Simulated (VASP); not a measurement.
Crystal: CaO.

```
Ca O
1.0
     0.00000    2.40356    2.40356
     2.40356    0.00000    2.40356
     2.40356    2.40356    0.00000
Ca O
1 1
Direct
  0.00000 0.00000 0.00000
  0.50000 0.50000 0.50000
```

Base run:

| Quantity | Value |
| --- | --- |
| Program | VASP 6.6.1 |
| Functional | PBE |
| Potentials or basis | VASP PAW PBE potentials, release 64 (Ca_sv, O) |
| Cutoff | 600 eV |
| k mesh | 8 × 8 × 8 |
| Occupations | gaussian, width 0.01 eV |
| Spin | no spin polarisation |
| Hubbard terms | O p U = 2.3 eV |

Its results: band gap on the k mesh 3.68 eV (least direct gap 4.05 eV); pressure 1.6 GPa.

**Question.** The run is repeated on the same cell with these changes: occupations from gaussian, width 0.01 eV to gaussian, width 0.1 eV; hubbard terms from O p U = 2.3 eV to O p U = 8.9 eV. What comes out?

**Answer.** Band gap on the k mesh 3.83 eV (least direct gap 4.20 eV); pressure 0.0 GPa.

A k mesh can miss the band edges.
